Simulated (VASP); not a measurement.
A run of VASP 6.6.1:

File POSCAR:

```
C
1.0
    0.0000000000      1.7803725545      1.7803725545
    1.7803725545      0.0000000000      1.7803725545
    1.7803725545      1.7803725545      0.0000000000
C
2
Direct
    0.5000000000      0.5000000000      0.5000000000
    0.7500000000      0.7500000000      0.7500000000
```

INCAR.step1

```
SYSTEM = C
  PREC = Accurate
  ENCUT = 660
  ISMEAR = 0
  SIGMA = 0.1
  LREAL = .False.
  LASPH = .True.
  NELM = 120
  NBANDS = 11
  GGA = PE
  ALGO = Normal
  EDIFF = 1E-5
  LWAVE = .True.
  LCHARG = .False.
  GGA_COMPAT = .False.
```

Contents of INCAR.step2:

```
SYSTEM = C
  PREC = Accurate
  ENCUT = 660
  EDIFF = 1E-6
  ISMEAR = 0
  SIGMA = 0.1
  LREAL = .False.
  LASPH = .True.
  NELM = 120
  ALGO = Normal
  ISIF = 2
  LWAVE = .False.
  LCHARG = .True.
  METAGGA = R2SCAN
  LMIXTAU = .True.
  LELF = .True.
  LVHAR = .True.
  NBANDS = 11
  ISTART = 1
  GGA_COMPAT = .False.
```

File KPOINTS:

```
regular mesh
0
Gamma
  8 8 8
  0 0 0
```

Potentials or basis: VASP PAW PBE potentials, release 64 (C).

Run with:

```console
$ cat potpaw_PBE.64/C/POTCAR > POTCAR
$ cp INCAR.step1 INCAR
$ mpirun -np 1 vasp_std > vasp.out
$ cp INCAR.step2 INCAR
$ mpirun -np 1 vasp_std > vasp.out
```

Hardware: 1 thread of Intel Xeon 8259CL (shared host).

Estimate the wall time of this run.

Run time: 36 s on 1 thread of Intel Xeon 8259CL (shared host), peak memory 0.13 GiB. Counts: k points 29.
